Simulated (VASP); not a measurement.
# MgCd5O6 (Pmmm) in VASP: a series of runs

The runs below take MgCd5O6 through single point, with PBE.

Everything below comes from runs of VASP 6.6.1. Logs are shortened: lines on timing, memory, paths and dates and some standing lists are left out, and cuts for length are marked.

### 1 The cell of the first run

The structure is orthorhombic, space group Pmmm (No. 47). Conventional cell: a = 3.301 Å, b = 4.703 Å, c = 10.029 Å, α = 90.00°, β = 90.00°, γ = 90.00°. Mg (site symmetry mmm) has 6 O at 2.21 to 2.35 Å within 2.9 Å. Cd (site symmetry mmm) has 6 O at 2.35 to 2.36 Å within 3.1 Å. Within 3.1 Å of Cd (site symmetry mm2) lie 6 O at 2.35 to 2.45 Å. Within 3.1 Å of Cd (site symmetry mm2) lie 6 O at 2.31 to 2.37 Å. O (site symmetry mmm) has 6 Cd at 2.35 to 2.40 Å within 3.1 Å. O (site symmetry mm2) has 6 Cd at 2.35 to 2.37 Å within 3.1 Å. O (site symmetry mm2) has 2 Mg at 2.21 Å and 4 Cd at 2.36 to 2.45 Å within 2.9 Å. O (site symmetry mmm) has 4 Cd at 2.31 Å and 2 Mg at 2.35 Å within 3.1 Å.

### 2 Single point, PBE

Input file INCAR:

```
SYSTEM = MgCd5O6
PREC = Accurate
ENCUT = 520
EDIFF = 1E-7
ISMEAR = 0
SIGMA = 0.1
LREAL = .FALSE.
LASPH = .TRUE.
NELM = 100
ALGO = Normal
ISIF = 2
LWAVE = .FALSE.
LCHARG = .FALSE.
GGA = PE
NBANDS = 61
```

Input file KPOINTS:

```
regular mesh
0
G
  6 4 2
  0 0 0
```

Input file POSCAR:

```
MgCd5O6
1.0
    3.3009369646      0.0000000000      0.0000000000
    0.0000000000      4.7031780739      0.0000000000
    0.0000000000      0.0000000000     10.0292608181
Mg Cd O
1 5 6
Direct
    0.5000000000      0.5000000000      0.5000000000
    0.0000000000      0.0000000000      0.0000000000
    0.5000000000      0.5000000000      0.1730889644
    0.0000000000      0.0000000000      0.3381669668
    0.0000000000      0.0000000000      0.6618330332
    0.5000000000      0.5000000000      0.8269110356
    0.0000000000      0.5000000000      0.0000000000
    0.5000000000      0.0000000000      0.1687180953
    0.0000000000      0.5000000000      0.3535694506
    0.5000000000      0.0000000000      0.5000000000
    0.0000000000      0.5000000000      0.6464305494
    0.5000000000      0.0000000000      0.8312819047
```

Potentials or basis: VASP PAW PBE potentials, release 64 (Mg, Cd, O).

On the command line:

```sh
cat potpaw_PBE.64/Mg/POTCAR potpaw_PBE.64/Cd/POTCAR potpaw_PBE.64/O/POTCAR > POTCAR
mpirun -np 1 vasp_std > vasp.out
```

OUTCAR:

```text
SYSTEM = MgCd5O6
   PREC = Accurate
   ENCUT = 520
   EDIFF = 1E-7
   ISMEAR = 0
   LREAL = .FALSE.
   LASPH = .TRUE.
   NELM = 100
   ISIF = 2
   GGA = PE

 ion  position               nearest neighbor table
   1  0.500  0.500  0.500-   9 2.21  11 2.21   9 2.21  11 2.21  10 2.35  10 2.35   3 3.28   6 3.28
                             5 3.30   4 3.30   4 3.30   5 3.30   5 3.30   4 3.30   4 3.30   5 3.30
   2  0.000  0.000  0.000-   7 2.35   7 2.35  12 2.36   8 2.36   8 2.36  12 2.36   6 3.36   6 3.36
                             3 3.36   6 3.36   3 3.36   3 3.36   3 3.36   6 3.36   5 3.39   4 3.39
   3  0.500  0.500  0.173-   8 2.35   8 2.35   7 2.40   7 2.40   9 2.45   9 2.45   1 3.28   4 3.32
                             4 3.32   4 3.32   4 3.32   2 3.36   2 3.36   2 3.36   2 3.36   6 3.47
   4  0.000  0.000  0.338-  10 2.31  10 2.31   9 2.36   9 2.36   8 2.37   8 2.37   5 3.25   1 3.30
                             1 3.30   1 3.30   1 3.30   3 3.32   3 3.32   3 3.32   3 3.32   2 3.39
   5  0.000  0.000  0.662-  10 2.31  10 2.31  11 2.36  11 2.36  12 2.37  12 2.37   4 3.25   1 3.30
                             1 3.30   1 3.30   1 3.30   6 3.32   6 3.32   6 3.32   6 3.32   2 3.39
   6  0.500  0.500  0.827-  12 2.35  12 2.35   7 2.40   7 2.40  11 2.45  11 2.45   1 3.28   5 3.32
                             5 3.32   5 3.32   5 3.32   2 3.36   2 3.36   2 3.36   2 3.36   3 3.47
   7  0.000  0.500  0.000-   2 2.35   2 2.35   6 2.40   3 2.40   3 2.40   6 2.40
   8  0.500  0.000  0.169-   3 2.35   3 2.35   2 2.36   2 2.36   4 2.37   4 2.37
   9  0.000  0.500  0.354-   1 2.21   1 2.21   4 2.36   4 2.36   3 2.45   3 2.45
  10  0.500  0.000  0.500-   4 2.31   5 2.31   4 2.31   5 2.31   1 2.35   1 2.35
  11  0.000  0.500  0.646-   1 2.21   1 2.21   5 2.36   5 2.36   6 2.45   6 2.45
  12  0.500  0.000  0.831-   6 2.35   6 2.35   2 2.36   2 2.36   5 2.37   5 2.37

  LATTYP: Found a simple orthorhombic cell.
 ALAT       =     3.3009369646
 B/A-ratio  =     1.4248009351
 C/A-ratio  =     3.0383072823

  Lattice vectors:

 A1 = (   3.3009369646,   0.0000000000,   0.0000000000)
 A2 = (   0.0000000000,   4.7031780739,   0.0000000000)
 A3 = (   0.0000000000,   0.0000000000,  10.0292608181)

Analysis of symmetry for initial positions (statically):
=====================================================================
 Subroutine PRICEL returns:
 Original cell was already a primitive cell.

 Routine SETGRP: Setting up the symmetry group for a
 simple orthorhombic supercell.

 Subroutine GETGRP returns: Found  8 space group operations
 (whereof  8 operations were pure point group operations)
 out of a pool of  8 trial point group operations.

The static configuration has the point symmetry D_2h.

Analysis of symmetry for dynamics (positions and initial velocities):
=====================================================================
 Subroutine PRICEL returns:
 Original cell was already a primitive cell.

 Routine SETGRP: Setting up the symmetry group for a
 simple orthorhombic supercell.

 Subroutine GETGRP returns: Found  8 space group operations
 (whereof  8 operations were pure point group operations)
 out of a pool of  8 trial point group operations.

The dynamic configuration has the point symmetry D_2h.

 Subroutine INISYM returns: Found  8 space group operations
 (whereof  8 operations are pure point group operations),
 and found     1 'primitive' translations

----------------------------------------------------------------------------------------

                                     Primitive cell

  volume of cell :     155.7032

  direct lattice vectors                    reciprocal lattice vectors
     3.300936965  0.000000000  0.000000000     0.302944288  0.000000000  0.000000000
     0.000000000  4.703178074  0.000000000     0.000000000  0.212622185  0.000000000
     0.000000000  0.000000000 10.029260818     0.000000000  0.000000000  0.099708246

  length of vectors
     3.300936965  4.703178074 10.029260818     0.302944288  0.212622185  0.099708246

  position of ions in fractional coordinates (direct lattice)
     0.500000000  0.500000000  0.500000000
     0.000000000  0.000000000  0.000000000
     0.500000000  0.500000000  0.173088964
     0.000000000  0.000000000  0.338166967
     0.000000000  0.000000000  0.661833033
     0.500000000  0.500000000  0.826911036
     0.000000000  0.500000000  0.000000000
     0.500000000  0.000000000  0.168718095
     0.000000000  0.500000000  0.353569451
     0.500000000  0.000000000  0.500000000
     0.000000000  0.500000000  0.646430549
     0.500000000  0.000000000  0.831281905

  ion indices of the primitive-cell ions
   primitive index   ion index
[... 29 lines left out ...]
     0.050490715  0.053155546  0.049854123

  Shift w.r.t. Gamma in fractional coordinates (k-lattice)
     0.000000000  0.000000000  0.000000000

 Subroutine IBZKPT returns following result:
 ===========================================

 Found     24 irreducible k-points:

 Following reciprocal coordinates:
            Coordinates               Weight
  0.000000  0.000000  0.000000      1.000000
  0.166667  0.000000  0.000000      2.000000
  0.333333  0.000000  0.000000      2.000000
  0.500000  0.000000  0.000000      1.000000
  0.000000  0.250000  0.000000      2.000000
  0.166667  0.250000  0.000000      4.000000
[... 16 lines left out ...]
  0.333333  0.500000  0.500000      2.000000
  0.500000  0.500000  0.500000      1.000000
   k-points           NKPTS =     24   k-points in BZ     NKDIM =     24   number of bands    NBANDS=     61
   number of dos      NEDOS =    301   number of ions     NIONS =     12
   total plane-waves  NPLWV =  80640
   dimension x,y,z NGX =    28 NGY =   36 NGZ =   80
   dimension x,y,z NGXF=    56 NGYF=   72 NGZF=  160
   ions per type =               1   5   6
   NGX,Y,Z   is equivalent  to a cutoff of  14.10, 12.73, 13.26 a.u.
   NGXF,Y,Z  is equivalent  to a cutoff of  28.20, 25.45, 26.52 a.u.
 SYSTEM =  MgCd5O6
   PREC   = accura    normal or accurate (medium, high low for compatibility)
   ISTART =      0    job   : 0-new  1-cont  2-samecut
   ICHARG =      2    charge: 1-file 2-atom 10-const
   ISPIN  =      1    spin polarized calculation?
   LNONCOLLINEAR =      F non collinear calculations
   LSORBIT =      F    spin-orbit coupling
   LASPH  =      T    aspherical Exc in radial PAW
   ENCUT  =  520.0 eV  38.22 Ry    6.18 a.u.   6.14  8.74 18.65*2*pi/ulx,y,z
   NELM   =    100;   NELMIN=  2; NELMDL= -5     # of ELM steps
   EDIFF  = 0.1E-06   stopping-criterion for ELM
   LREAL  =      F    real-space projection
   EDIFFG = 0.1E-05   stopping-criterion for IOM
   NSW    =      0    number of steps for IOM
   IBRION =     -1    ionic relax: 0-MD 1-quasi-New 2-CG
   NFREE  =      0    steps in history (QN), initial steepest desc. (CG)
   ISIF   =      2    stress and relaxation
   ISYM   =      2    0-nonsym 1-usesym 2-fastsym
   POTIM  = 0.5000    time-step for ionic-motion
   TEBEG  =    0.0;   TEEND  =   0.0 temperature during run
   PSTRESS=    0.0 pullay stress
   NELECT =      98.0000    total number of electrons
   NUPDOWN=      -1.0000    fix difference up-down
   EMIN   =  10.00;   EMAX   =-10.00  energy-range for DOS
   EFERMI =   0.00;   METHOD = LEGACY
   ISMEAR =     0;   SIGMA  =   0.10  broadening in eV -4-tet -1-fermi 0-gaus
   EFERMI_NEDOS =   21; number of points for ismear=-14 and -15
   IALGO  =     38    algorithm
   IMIX   =      4    mixing-type and parameters
     AMIX     =   0.40;   BMIX     =  1.00
     AMIX_MAG =   1.60;   BMIX_MAG =  1.00
  volume/ion in A,a.u.               =      12.98        87.56
  Fermi-wavevector in a.u.,A,eV,Ry     =   1.402978  2.651245 26.781007  1.968348
  Thomas-Fermi vector in A             =   2.525686
   LORBIT       =      0    0 simple, 1 ext, 2 COOP (PROOUT), +10 PAW based schemes
   GGA     = PE    functional components
   LHFCALC =     F    Hartree Fock is set to
   AEXX    =    0.0000 exact exchange contribution
   IVDW    =     0    specifies the selected vdW correction
   LEPSILON=     F    determine dielectric tensor
   LRPA    =     F    only Hartree local field effects (RPA)
 non-spin polarized calculation
 Gauss-broadening in eV      SIGMA  =   0.10
  energy-cutoff  :      520.00
  volume of cell :      155.70
 maximum number of plane-waves:      4210
 NGX is ok and might be reduce to    28
   NGX = 13   NGY = 17   NGZ = 37

 number of electron      98.0000041 magnetization

 Free energy of the ion-electron system (eV)
  ---------------------------------------------------
  ext. energy  EPLUGINS =         0.00000000
  ---------------------------------------------------
  free energy    TOTEN  =       -50.04108746 eV

  energy without entropy =      -50.03599687  energy(sigma->0) =      -50.03854216

 E-fermi :   2.1170     XC(G=0): -11.3582

 val. band max:        2.0775488735   @ k =   0.0000   0.5000   0.5000
 cond. band min:       3.0964910875   @ k =   0.0000   0.0000   0.5000
 fundamental gap:      1.0189422140
 Fermi energy:         2.1169887453

 k-point     1 :       0.0000    0.0000    0.0000
  band No.  band energies     occupation
      1     -15.2669      2.00000
      2     -14.8877      2.00000
      3     -14.8621      2.00000
      4     -14.6544      2.00000
      5     -14.4545      2.00000
      6     -14.3237      2.00000
[... 1525 lines left out ...]
     60      10.9372      0.00000
     61      10.9668      0.00000

------------------------ aborting loop because EDIFF is reached ----------------------------------------

  FORCE on cell =-STRESS in cart. coord.  units (eV):
  Direction    XX          YY          ZZ          XY          YZ          ZX
  --------------------------------------------------------------------------------------
  -------------------------------------------------------------------------------------
  Total        0.9513475      1.0705228      1.0336505      0.0000000      0.0000000      0.0000000
  in kB        9.7893128     11.0156193     10.6362056      0.0000000      0.0000000      0.0000000
  external PRESSURE =      10.4803792 kB  Pullay stress =       0.0000000 kB

 VOLUME and BASIS-vectors are now :
 -----------------------------------------------------------------------------
  energy-cutoff  :      520.00
  volume of cell :      155.70
      direct lattice vectors                 reciprocal lattice vectors
     3.300936965  0.000000000  0.000000000     0.302944288  0.000000000  0.000000000
     0.000000000  4.703178074  0.000000000     0.000000000  0.212622185  0.000000000
     0.000000000  0.000000000 10.029260818     0.000000000  0.000000000  0.099708246

 POSITION                                       TOTAL-FORCE (eV/Angst)
 -----------------------------------------------------------------------------------
      1.65047      2.35159      5.01463        -0.000000      0.000000      0.000000
      0.00000      0.00000      0.00000        -0.000000      0.000000      0.000000
      1.65047      2.35159      1.73595        -0.000000      0.000000      0.019067
      0.00000      0.00000      3.39156        -0.000000     -0.000000     -0.016619
      0.00000      0.00000      6.63770        -0.000000      0.000000      0.016619
      1.65047      2.35159      8.29331        -0.000000     -0.000000     -0.019067
      0.00000      2.35159      0.00000        -0.000000      0.000000      0.000000
      1.65047      0.00000      1.69212        -0.000000      0.000000      0.001289
      0.00000      2.35159      3.54604         0.000000      0.000000      0.067151
      1.65047      0.00000      5.01463        -0.000000      0.000000      0.000000
      0.00000      2.35159      6.48322        -0.000000      0.000000     -0.067151
      1.65047      0.00000      8.33714        -0.000000     -0.000000     -0.001289
 -----------------------------------------------------------------------------------
    total drift:                                0.000000      0.000000      0.000000

  FREE ENERGIE OF THE ION-ELECTRON SYSTEM (eV)
  ---------------------------------------------------
  free  energy   TOTEN  =       -50.0410874589 eV

  energy  without entropy=      -50.0359968658  energy(sigma->0) =      -50.03854216
```

Run time: 5.5 min. Hardware: 1 thread of Intel Xeon Platinum 8259CL at 2.50GHz (Skylake/Cascade Lake), shared host; peak memory 0.37 GiB.

Results:

* Free energy: -50.0411 eV
* Pressure: 1.0 GPa
* Largest force: 0.067 eV/Å
* Band gap on the k mesh: zero (band 49 reaches 2.08 eV, above the bottom of band 50 at 1.80 eV)

Forces on the atoms (eV/Å):
```
Mg   0.000  0.000  0.000
Cd   0.000  0.000  0.000
Cd   0.000  0.000  0.019
Cd   0.000  0.000 -0.017
Cd   0.000  0.000  0.017
Cd   0.000  0.000 -0.019
O    0.000  0.000  0.000
O    0.000  0.000  0.001
O    0.000  0.000  0.067
O    0.000  0.000  0.000
O    0.000  0.000 -0.067
O    0.000  0.000 -0.001
```

Levels at points of the mesh, in eV from the Fermi level:
```tsv
k point	band 45	band 46	band 47	band 48	band 49	band 50	band 51	band 52	band 53	band 54
(0.00, 0.00, 0.00)	-1.32	-1.14	-0.92	-0.65	-0.32	-0.32	2.94	3.08	4.06	5.96
(0.50, 0.00, 0.00)	-2.08	-1.93	-1.84	-0.63	-0.19	3.80	4.31	4.40	4.41	5.01
(0.00, 0.50, 0.00)	-0.60	-0.52	-0.43	-0.43	-0.19	3.34	3.40	3.92	4.19	4.57
(0.50, 0.50, 0.00)	-1.12	-0.55	-0.52	-0.13	-0.07	4.19	4.40	5.76	6.12	6.27
(0.00, 0.00, 0.50)	-1.22	-1.14	-1.00	-0.74	-0.15	0.98	1.35	4.29	4.42	5.16
(0.50, 0.00, 0.50)	-1.84	-1.29	-1.18	-1.02	-0.82	3.64	3.80	4.63	4.89	5.26
(0.00, 0.50, 0.50)	-0.94	-0.65	-0.52	-0.11	-0.04	3.54	3.55	3.65	4.04	4.51
(0.50, 0.50, 0.50)	-1.02	-0.99	-0.59	-0.46	-0.23	4.72	5.27	5.48	5.67	5.67
```

### 3 Single point, PBE

This run uses another cell than the first one, of 15.95 Å³/atom, 1.229 times its volume.

Input file INCAR:

```
PREC     = Accurate       # precision mode
ENCUT    = 520            # plane-wave cutoff, eV
EDIFF    = 1E-6           # SCF threshold, eV
ISMEAR   = 0              # smearing method
SIGMA    = 0.1            # smearing width, eV
LREAL    = F              # projectors in reciprocal space
LASPH    = T              # aspherical terms in the spheres
NELM     = 100            # most SCF steps
ALGO     = Normal         # electronic algorithm
ISIF     = 2              # what is computed and relaxed
LWAVE    = F              # write WAVECAR
LCHARG   = T              # write CHGCAR
GGA      = PE             # functional
LELF     = T              # ELF
LVHAR    = T            
NBANDS   = 61             # bands
```

Input file KPOINTS:

```
regular mesh
0
Gamma
  6 4 2
```

Input file POSCAR:

```
MgCd5O6
1.0
    3.5596915300      0.0000000000      0.0000000000
    0.0000000000      5.0341640400      0.0000000000
    0.0000000000      0.0000000000     10.6790746000
Mg Cd O
1 5 6
Direct
    0.5000000000      0.5000000000      0.5000000000
    0.0000000000      0.0000000000      0.0000000000
    0.5000000000      0.5000000000      0.1666666700
    0.0000000000      0.0000000000      0.3333333300
    0.0000000000      0.0000000000      0.6666666700
    0.5000000000      0.5000000000      0.8333333300
    0.0000000000      0.5000000000      0.0000000000
    0.5000000000      0.0000000000      0.1666666700
    0.0000000000      0.5000000000      0.3333333300
    0.5000000000      0.0000000000      0.5000000000
    0.0000000000      0.5000000000      0.6666666700
    0.5000000000      0.0000000000      0.8333333300
```

Potentials or basis: VASP PAW PBE potentials, release 64 (Mg, Cd, O).

On the command line:

```sh
cat potpaw_PBE.64/Mg/POTCAR potpaw_PBE.64/Cd/POTCAR potpaw_PBE.64/O/POTCAR > POTCAR
mpirun -np 1 vasp_std > vasp.out
```

Wall time 6.6 min (1 thread of Intel Xeon Platinum 8259CL at 2.50GHz (Skylake/Cascade Lake), shared host); peak memory 0.4 GiB.

The run converged. Its results:

* Free energy: -47.8286 eV
* Pressure: -15.6 GPa
* Largest force: 0.727 eV/Å
* Band gap on the k mesh: zero (band 49 reaches 0.41 eV, above the bottom of band 50 at 0.29 eV)

Forces on the atoms (eV/Å):
```
Mg   0.000  0.000  0.000
Cd   0.000  0.000  0.000
Cd   0.000  0.000  0.014
Cd   0.000  0.000  0.000
Cd   0.000  0.000  0.000
Cd   0.000  0.000 -0.014
O    0.000  0.000  0.000
O    0.000  0.000  0.007
O    0.000  0.000  0.727
O    0.000  0.000  0.000
O    0.000  0.000 -0.727
O    0.000  0.000 -0.007
```

Stress tensor (GPa, compression positive):
```
-15.55   0.00   0.00
  0.00 -15.69   0.00
  0.00   0.00 -15.66
```

Levels at points of the mesh, in eV from the Fermi level:
```tsv
k point	band 46	band 47	band 48	band 49	band 50	band 51	band 52	band 53
(0.00, 0.00, 0.00)	-0.75	-0.66	-0.56	-0.33	-0.19	2.51	2.55	3.25
(0.50, 0.00, 0.00)	-1.36	-1.31	-0.36	-0.15	3.40	3.43	3.45	4.00
(0.00, 0.50, 0.00)	-0.30	-0.28	-0.27	-0.26	2.74	2.85	3.72	3.74
(0.50, 0.50, 0.00)	-0.29	-0.24	-0.10	-0.07	4.21	4.25	4.98	4.98
(0.00, 0.00, 0.50)	-0.68	-0.53	-0.33	-0.15	0.80	0.93	3.62	3.91
(0.50, 0.00, 0.50)	-1.01	-0.67	-0.66	-0.63	2.90	3.29	4.12	4.16
(0.00, 0.50, 0.50)	-0.27	-0.25	-0.10	-0.07	3.04	3.06	3.06	3.34
(0.50, 0.50, 0.50)	-0.67	-0.27	-0.26	-0.25	4.68	4.90	4.96	4.96
```
